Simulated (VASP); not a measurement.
A run of VASP 6.6.1 is set up as follows.

Contents of INCAR:

```
SYSTEM = CoO
PREC     = Accurate       ! precision mode
ENCUT    = 520            ! plane-wave cutoff, eV
EDIFF    = 1E-7           ! SCF threshold, eV
ISMEAR   = 0              ! smearing method
SIGMA    = 0.05           ! smearing width, eV
LREAL    = .FALSE.        ! projectors in reciprocal space
LASPH    = .TRUE.         ! aspherical terms in the spheres
NELM     = 100            ! most SCF steps
ALGO     = Normal         ! electronic algorithm
ISIF     = 2              ! what is computed and relaxed
LWAVE    = .FALSE.        ! write WAVECAR
LCHARG   = .FALSE.        ! write CHGCAR
GGA      = PE             ! functional
NBANDS   = 14             ! bands
```

Contents of KPOINTS:

```
Automatic mesh
0
G
  14 14 14
  0 0 0
```

Contents of POSCAR:

```
CoO
1.0
    0.0000000000      2.0231768845      2.0231768845
    2.0231768845      0.0000000000      2.0231768845
    2.0231768845      2.0231768845      0.0000000000
Co O
1 1
Direct
    0.0000000000      0.0000000000      0.0000000000
    0.5000000000      0.5000000000      0.5000000000
```

Potentials or basis: VASP PAW PBE potentials, release 64 (Co, O).

Run with:

```bash
$ cat potpaw_PBE.64/Co/POTCAR potpaw_PBE.64/O/POTCAR > POTCAR
$ mpirun -np 1 vasp_std > vasp.out
```

(1) Estimate the pressure.

Answers

(1) 10.3 GPa.

Caveat: an odd number of electrons without spin polarisation forces a metal; a magnetic or distorted state may lie lower; the run has no spin polarisation, though such a crystal can be magnetic.
